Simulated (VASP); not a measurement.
# Y (Cmmm) in VASP: further runs

The runs below take Y through single point, relaxation of cell and atoms, with PBE.

Program: VASP 6.6.1. These are calculated values, not measurements. Logs are shortened: lines on timing, memory, paths and dates and some standing lists are left out, and cuts for length are marked.

### 1 The cell of the first run

The typed cell holds 1 atom: a = 3.507 Å, b = 3.507 Å, c = 3.156 Å, α = 90.00°, β = 90.00°, γ = 90.04°.

The cell was built from a structure type or drawn by symmetry, and may not be a known phase.

### 2 Single point, PBE

File INCAR:

```
SYSTEM = Y
  ALGO = Normal
  EDIFF = 1E-6
  ENCUT = 500
  GGA = PE
  GGA_COMPAT = .False.
  ISIF = 2
  ISMEAR = 0
  LASPH = .True.
  LCHARG = .True.
  LELF = .True.
  LREAL = .False.
  LVHAR = .True.
  LWAVE = .False.
  NBANDS = 12
  NELM = 120
  PREC = Accurate
  SIGMA = 0.1
```

File KPOINTS:

```
k-points
0
Gamma
  6 6 6
  0 0 0
```

File POSCAR:

```
Y
1.0
    2.4793364300     -2.4809115800      0.0000000000
    2.4793364300      2.4809115800      0.0000000000
    0.0000000000      0.0000000000      3.1561785500
Y
1
Direct
    0.0000000000      0.0000000000      0.0000000000
```

Potentials or basis: VASP PAW PBE potentials, release 64 (Y_sv).

Launch:

```
cat potpaw_PBE.64/Y_sv/POTCAR > POTCAR
mpirun -np 1 vasp_std > vasp.out
```

OUTCAR:

```text
SYSTEM = Y
   EDIFF = 1E-6
   ENCUT = 500
   GGA = PE
   ISIF = 2
   ISMEAR = 0
   LASPH = .True.
   LREAL = .False.
   NELM = 120
   PREC = Accurate

 ion  position               nearest neighbor table
   1  0.000  0.000  0.000-

  LATTYP: Found a base centered orthorhombic cell.
 ALAT       =     4.9586728600
 B/A-ratio  =     1.0006353111
 C/A-ratio  =     0.6364966270

  Lattice vectors:

 A1 = (   2.4793364300,  -2.4809115800,   0.0000000000)
 A2 = (   2.4793364300,   2.4809115800,   0.0000000000)
 A3 = (   0.0000000000,   0.0000000000,   3.1561785500)

Analysis of symmetry for initial positions (statically):
=====================================================================
 Subroutine PRICEL returns:
 Original cell was already a primitive cell.

 Routine SETGRP: Setting up the symmetry group for a
 base centered orthorhombic supercell.

 Subroutine GETGRP returns: Found  8 space group operations
 (whereof  8 operations were pure point group operations)
 out of a pool of  8 trial point group operations.

The static configuration has the point symmetry D_2h.

Analysis of symmetry for dynamics (positions and initial velocities):
=====================================================================
 Subroutine PRICEL returns:
 Original cell was already a primitive cell.

 Routine SETGRP: Setting up the symmetry group for a
 base centered orthorhombic supercell.

 Subroutine GETGRP returns: Found  8 space group operations
 (whereof  8 operations were pure point group operations)
 out of a pool of  8 trial point group operations.

The dynamic configuration has the point symmetry D_2h.

 Subroutine INISYM returns: Found  8 space group operations
 (whereof  8 operations are pure point group operations),
 and found     1 'primitive' translations

----------------------------------------------------------------------------------------

                                     Primitive cell

  volume of cell :      38.8274

  direct lattice vectors                    reciprocal lattice vectors
     2.479336430 -2.480911580  0.000000000     0.201666863 -0.201538823  0.000000000
     2.479336430  2.480911580  0.000000000     0.201666863  0.201538823  0.000000000
     0.000000000  0.000000000  3.156178550     0.000000000  0.000000000  0.316838856

  length of vectors
     3.507425181  3.507425181  3.156178550     0.285109489  0.285109489  0.316838856

  position of ions in fractional coordinates (direct lattice)
     0.000000000  0.000000000  0.000000000

  ion indices of the primitive-cell ions
   primitive index   ion index
                 1           1

----------------------------------------------------------------------------------------

 KPOINTS: k-points

Automatic generation of k-mesh.
 Grid dimensions read from file:
 generate k-points for:    6    6    6

 Generating k-lattice:

  Cartesian coordinates                     Fractional coordinates (reciprocal lattice)
     0.033611144 -0.033589804  0.000000000     0.166666667  0.000000000  0.000000000
     0.033611144  0.033589804  0.000000000     0.000000000  0.166666667  0.000000000
     0.000000000  0.000000000  0.052806476     0.000000000  0.000000000  0.166666667

  Length of vectors
     0.047518248  0.047518248  0.052806476

  Shift w.r.t. Gamma in fractional coordinates (k-lattice)
     0.000000000  0.000000000  0.000000000

 Subroutine IBZKPT returns following result:
 ===========================================

 Found     52 irreducible k-points:

 Following reciprocal coordinates:
            Coordinates               Weight
  0.000000  0.000000  0.000000      1.000000
  0.166667  0.000000  0.000000      4.000000
  0.333333  0.000000  0.000000      4.000000
  0.500000  0.000000  0.000000      2.000000
  0.166667  0.166667  0.000000      2.000000
  0.333333  0.166667  0.000000      4.000000
[... 16 lines left out ...]
  0.333333  0.333333  0.166667      4.000000
  0.500000  0.333333  0.166667      8.000000
 [... further k-points ...]
   k-points           NKPTS =     52   k-points in BZ     NKDIM =     52   number of bands    NBANDS=     12
   number of dos      NEDOS =    301   number of ions     NIONS =      1
   total plane-waves  NPLWV =  18816
   dimension x,y,z NGX =    28 NGY =   28 NGZ =   24
   dimension x,y,z NGXF=    56 NGYF=   56 NGZF=   48
   ions per type =               1
   NGX,Y,Z   is equivalent  to a cutoff of  13.27, 13.27, 12.64 a.u.
   NGXF,Y,Z  is equivalent  to a cutoff of  26.54, 26.54, 25.28 a.u.
 SYSTEM =  Y
   PREC   = accura    normal or accurate (medium, high low for compatibility)
   ISTART =      0    job   : 0-new  1-cont  2-samecut
   ICHARG =      2    charge: 1-file 2-atom 10-const
   ISPIN  =      1    spin polarized calculation?
   LNONCOLLINEAR =      F non collinear calculations
   LSORBIT =      F    spin-orbit coupling
   LASPH  =      T    aspherical Exc in radial PAW
   ENCUT  =  500.0 eV  36.75 Ry    6.06 a.u.   6.39  6.39  5.75*2*pi/ulx,y,z
   NELM   =    120;   NELMIN=  2; NELMDL= -5     # of ELM steps
   EDIFF  = 0.1E-05   stopping-criterion for ELM
   LREAL  =      F    real-space projection
   EDIFFG = 0.1E-04   stopping-criterion for IOM
   NSW    =      0    number of steps for IOM
   IBRION =     -1    ionic relax: 0-MD 1-quasi-New 2-CG
   NFREE  =      0    steps in history (QN), initial steepest desc. (CG)
   ISIF   =      2    stress and relaxation
   ISYM   =      2    0-nonsym 1-usesym 2-fastsym
   POTIM  = 0.5000    time-step for ionic-motion
   TEBEG  =    0.0;   TEEND  =   0.0 temperature during run
   PSTRESS=    0.0 pullay stress
   NELECT =      11.0000    total number of electrons
   NUPDOWN=      -1.0000    fix difference up-down
   EMIN   =  10.00;   EMAX   =-10.00  energy-range for DOS
   EFERMI =   0.00;   METHOD = LEGACY
   ISMEAR =     0;   SIGMA  =   0.10  broadening in eV -4-tet -1-fermi 0-gaus
   EFERMI_NEDOS =   21; number of points for ismear=-14 and -15
   IALGO  =     38    algorithm
   IMIX   =      4    mixing-type and parameters
     AMIX     =   0.40;   BMIX     =  1.00
     AMIX_MAG =   1.60;   BMIX_MAG =  1.00
  volume/ion in A,a.u.               =      38.83       262.02
  Fermi-wavevector in a.u.,A,eV,Ry     =   1.075209  2.031851 15.729352  1.156075
  Thomas-Fermi vector in A             =   2.211059
   LORBIT       =      0    0 simple, 1 ext, 2 COOP (PROOUT), +10 PAW based schemes
   GGA     = PE    functional components
   LHFCALC =     F    Hartree Fock is set to
   AEXX    =    0.0000 exact exchange contribution
   IVDW    =     0    specifies the selected vdW correction
   LEPSILON=     F    determine dielectric tensor
   LRPA    =     F    only Hartree local field effects (RPA)
 non-spin polarized calculation
 Gauss-broadening in eV      SIGMA  =   0.10
  energy-cutoff  :      500.00
  volume of cell :       38.83
 maximum number of plane-waves:      1000
 NGX is ok and might be reduce to    28
   NGX = 13   NGY = 13   NGZ = 11

 number of electron      11.0000001 magnetization

 Free energy of the ion-electron system (eV)
  ---------------------------------------------------
  ext. energy  EPLUGINS =         0.00000000
  ---------------------------------------------------
  free energy    TOTEN  =        -5.59226848 eV

  energy without entropy =       -5.58227990  energy(sigma->0) =       -5.58727419

 E-fermi :   2.2192     XC(G=0):  -8.7387

 val. band max:        2.1364683157   @ k =   0.1667   0.0000   0.1667
 cond. band min:       2.2225461318   @ k =   0.0000   0.0000   0.1667
 fundamental gap:      0.0860778161
 Fermi energy:         2.2192007236

 k-point     1 :       0.0000    0.0000    0.0000
  band No.  band energies     occupation
      1     -41.0254      2.00000
      2     -20.8216      2.00000
      3     -20.8215      2.00000
      4     -20.5346      2.00000
      5      -2.0729      2.00000
      6       1.6162      2.00000
      7       1.7289      2.00000
      8       6.3825      0.00000
      9       7.1306      0.00000
     10       7.1311      0.00000
     11      10.7597      0.00000
     12      10.7637      0.00000

 k-point     2 :       0.1667    0.0000    0.0000
  band No.  band energies     occupation
      1     -41.0183      2.00000
      2     -20.9157      2.00000
      3     -20.8137      2.00000
      4     -20.5278      2.00000
      5      -1.6468      2.00000
      6       1.7294      2.00000
      7       1.9753      1.99944
      8       5.7396      0.00000
      9       6.6592      0.00000
     10       7.1675      0.00000
     11       9.3017      0.00000
     12      11.7129      0.00000

 k-point     3 :       0.3333    0.0000    0.0000
  band No.  band energies     occupation
      1     -41.0042      2.00000
      2     -21.0987      2.00000
      3     -20.7979      2.00000
      4     -20.5142      2.00000
      5      -0.6046      2.00000
      6       1.9487      1.99987
      7       2.2361      0.81111
      8       4.8414      0.00000
      9       5.9193      0.00000
     10       7.2424      0.00000
     11       8.0420      0.00000
     12      12.6028      0.00000

 k-point     4 :       0.5000    0.0000    0.0000
  band No.  band energies     occupation
      1     -40.9972      2.00000
      2     -21.1878      2.00000
      3     -20.7900      2.00000
      4     -20.5074      2.00000
      5       0.1997      2.00000
      6       1.8754      2.00000
      7       2.1222      1.82996
      8       4.4877      0.00000
      9       5.6114      0.00000
     10       7.2807      0.00000
     11       8.1334      0.00000
     12      11.7328      0.00000

 k-point     5 :       0.1667    0.1667    0.0000
  band No.  band energies     occupation
      1     -41.0113      2.00000
      2     -20.9104      2.00000
      3     -20.9033      2.00000
      4     -20.5211      2.00000
      5      -1.2288      2.00000
      6       1.8476      2.00000
      7       2.2505      0.65841
      8       4.9801      0.00000
      9       6.6383      0.00000
     10       6.7883      0.00000
     11      10.1661      0.00000
     12      10.1966      0.00000
[... 228 lines left out ...]
      1     -40.9741      2.00000
      2     -21.0602      2.00000
      3     -20.8652      2.00000
      4     -20.7380      2.00000
      5       0.2757      2.00000
      6       2.4888      0.00014
      7       2.7630      0.00000
      8       4.3156      0.00000
      9       5.2711      0.00000
     10       5.7111      0.00000
     11       9.3323      0.00000
     12      12.2705      0.00000

 k-point    22 :      -0.1667    0.1667    0.1667
  band No.  band energies     occupation
      1     -40.9880      2.00000
      2     -20.8862      2.00000
      3     -20.8791      2.00000
      4     -20.7545      2.00000
      5      -0.7007      2.00000
      6       2.4310      0.00274
      7       2.5119      0.00003
      8       5.0795      0.00000
      9       5.5457      0.00000
     10       5.5716      0.00000
     11      10.9687      0.00000
     12      11.5309      0.00000

 k-point    23 :       0.3333    0.3333    0.1667
  band No.  band energies     occupation
      1     -40.9604      2.00000
      2     -21.0424      2.00000
      3     -21.0361      2.00000
      4     -20.7220      2.00000
      5       0.9493      2.00000
      6       2.4557      0.00082
      7       3.3057      0.00000
      8       3.8496      0.00000
      9       5.4516      0.00000
     10       5.5147      0.00000
     11       9.8497      0.00000
     12      10.8233      0.00000

 k-point    24 :       0.5000    0.3333    0.1667
  band No.  band energies     occupation
      1     -40.9536      2.00000
      2     -21.1240      2.00000
      3     -21.0287      2.00000
      4     -20.7140      2.00000
      5       1.2884      2.00000
      6       2.2836      0.36242
      7       3.4358      0.00000
      8       3.5752      0.00000
      9       5.5827      0.00000
     10       6.8697      0.00000
     11       8.2946      0.00000
     12      11.5117      0.00000

 [... further k-points ...]

------------------------ aborting loop because EDIFF is reached ----------------------------------------

  FORCE on cell =-STRESS in cart. coord.  units (eV):
  Direction    XX          YY          ZZ          XY          YZ          ZX
  --------------------------------------------------------------------------------------
  -------------------------------------------------------------------------------------
  Total       -1.0257119     -1.0229262      0.1948314      0.0000000      0.0000000      0.0000000
  in kB      -42.3250699    -42.2101208      8.0395409      0.0000000      0.0000000      0.0000000
  external PRESSURE =     -25.4985499 kB  Pullay stress =       0.0000000 kB

 VOLUME and BASIS-vectors are now :
 -----------------------------------------------------------------------------
  energy-cutoff  :      500.00
  volume of cell :       38.83
      direct lattice vectors                 reciprocal lattice vectors
     2.479336430 -2.480911580  0.000000000     0.201666863 -0.201538823  0.000000000
     2.479336430  2.480911580  0.000000000     0.201666863  0.201538823  0.000000000
     0.000000000  0.000000000  3.156178550     0.000000000  0.000000000  0.316838856

 POSITION                                       TOTAL-FORCE (eV/Angst)
 -----------------------------------------------------------------------------------
      0.00000      0.00000      0.00000         0.000000      0.000000      0.000000
 -----------------------------------------------------------------------------------
    total drift:                               -0.000000      0.000000      0.000000

  FREE ENERGIE OF THE ION-ELECTRON SYSTEM (eV)
  ---------------------------------------------------
  free  energy   TOTEN  =        -5.5922684772 eV

  energy  without entropy=       -5.5822799047  energy(sigma->0) =       -5.58727419
```

It took 33 s on 1 thread of Intel Xeon 8259CL, shared host; peak memory 0.17 GiB.

What came out:

| Item | Value |
| --- | --- |
| Free energy | -5.5923 eV |
| Pressure | -2.5 GPa |
| Band gap on the k mesh | zero (an odd number of electrons rules out a gap without spin polarisation) |

Stress tensor (GPa, compression positive):
```
-4.23  0.00  0.00
 0.00 -4.22  0.00
 0.00  0.00  0.80
```

Levels at points of the mesh, in eV from the Fermi level:
```
           k point  band 3  band 4  band 5  band 6  band 7  band 8  band 9  band 10
(0.00, 0.00, 0.00)  -23.04  -22.75   -4.29   -0.60   -0.49    4.16    4.91     4.91
(0.50, 0.00, 0.00)  -23.01  -22.73   -2.02   -0.34   -0.10    2.27    3.39     5.06
(0.50, 0.50, 0.00)  -23.36  -22.70   -1.41   -0.52    2.54    2.55    3.70     3.70
(0.00, 0.00, 0.50)  -22.95  -22.95   -1.27    0.34    0.50    1.84    1.84     4.57
(0.50, 0.00, 0.50)  -23.29  -22.92   -1.60    0.36    2.23    3.01    3.36     3.37
(0.50, 0.50, 0.50)  -23.25  -23.24   -0.70   -0.69    0.16    5.55    5.59     6.46
```

### 3 Relaxation of cell and atoms, PBE

File INCAR:

```
PREC = Accurate
ENCUT = 500
EDIFF = 1E-7
ISMEAR = 0
SIGMA = 0.1
LREAL = False
LASPH = True
NELM = 120
ALGO = Normal
ISIF = 3
LWAVE = False
LCHARG = False
GGA = PE
IBRION = 2
NSW = 90
EDIFFG = -0.04
GGA_COMPAT = False
NELMIN = 4
```

File KPOINTS:

```
regular mesh
0
Gamma
  6 6 6
```

POSCAR is that of step 2.

Potentials or basis: VASP PAW PBE potentials, release 64 (Y_sv).

Launch:

```
cat potpaw_PBE.64/Y_sv/POTCAR > POTCAR
mpirun -np 1 vasp_std > vasp.out
```

Wall time 97 s (1 thread of Intel Xeon 8259CL, shared host); peak memory 0.18 GiB.

The run converged. Its results:

* Free energy: -5.6613 eV
* Relaxed volume: 34.59 Å³/atom
* Relaxed cell: a = 3.292 Å, b = 3.292 Å, c = 3.193 Å, α = 90.00°, β = 90.00°, γ = 90.05°
* Space group after relaxing (to 0.1 Å): Pm-3m (No. 221)
* Energy gained by relaxing: 69.1 meV/atom
* Ionic steps: 4
* Pressure after relaxing: 0.0 GPa
* Band gap on the k mesh: zero (an odd number of electrons rules out a gap without spin polarisation)

Stress tensor (GPa, compression positive):
```
-0.06  0.00  0.00
 0.00 -0.03  0.00
 0.00  0.00  0.12
```

Step by step:
```
step  energy change (eV)  largest force (eV/Å)  pressure (GPa)  volume (Å³)
   1              0.0000                0.0000           -2.55        38.83
   2             -0.0664                0.0000           -0.60        35.41
   3             -0.0688                0.0000           -0.16        34.83
   4             -0.0691                0.0000            0.01        34.59
```

Final structure:
```xyz
1
Lattice="2.3265 -2.3284 0.0000 2.3265 2.3284 0.0000 0.0000 0.0000 3.1928" Properties=species:S:1:pos:R:3 pbc="T T T"
Y     2.3265    2.3284    0.0000
```

Levels at points of the mesh, in eV from the Fermi level:
| k point | band 2 | band 3 | band 4 | band 5 | band 6 | band 7 | band 8 | band 9 |
| --- | --- | --- | --- | --- | --- | --- | --- | --- |
| (0.00, 0.00, 0.00) | -22.70 | -22.69 | -22.58 | -4.49 | -0.64 | -0.63 | 5.04 | 5.29 |
| (0.50, 0.00, 0.00) | -23.35 | -22.64 | -22.53 | -1.85 | -0.09 | 0.02 | 2.66 | 3.02 |
| (0.50, 0.50, 0.00) | -23.26 | -23.26 | -22.47 | -1.81 | -0.03 | 3.37 | 3.38 | 3.51 |
| (0.00, 0.00, 0.50) | -23.42 | -22.62 | -22.62 | -1.64 | 0.14 | 0.18 | 2.53 | 2.53 |
| (0.50, 0.00, 0.50) | -23.33 | -23.23 | -22.56 | -1.86 | 0.21 | 3.05 | 3.28 | 3.60 |
| (0.50, 0.50, 0.50) | -23.24 | -23.15 | -23.15 | -0.67 | -0.67 | -0.42 | 5.57 | 6.72 |
